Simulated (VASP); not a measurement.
Here is a VASP 6.6.1 calculation.

Contents of INCAR:

```
SYSTEM = HfB
ALGO = Normal
EDIFF = 1E-6
ENCUT = 500
GGA = PE
GGA_COMPAT = .False.
ISIF = 2
ISMEAR = 0
IVDW = 13
LASPH = .True.
LCHARG = .True.
LELF = .True.
LREAL = .False.
LVHAR = .True.
LWAVE = .False.
NBANDS = 14
NELM = 120
PREC = Accurate
SIGMA = 0.05
```

File KPOINTS:

```
k-points
0
Gamma
  8 8 8
  0 0 0
```

Contents of POSCAR:

```
HfB
1.0
    0.0000000000      2.3100005622      2.3100005622
    2.3100005622      0.0000000000      2.3100005622
    2.3100005622      2.3100005622      0.0000000000
Hf B
1 1
Direct
    0.5000000000      0.5000000000      0.5000000000
    0.0000000000      0.0000000000      0.0000000000
```

Potentials or basis: VASP PAW PBE potentials, release 64 (Hf_pv, B).

Run with:

```console
$ cat potpaw_PBE.64/Hf_pv/POTCAR potpaw_PBE.64/B/POTCAR > POTCAR
$ mpirun -np 1 vasp_std > vasp.out
```

Problem. Predict the dispersion energy per atom.

Solution. -0.316 eV.

Problem. Predict the pressure.

Solution. 26.1 GPa.

Caveat: pairwise dispersion overbinds metals, which lowers pressure and volume.
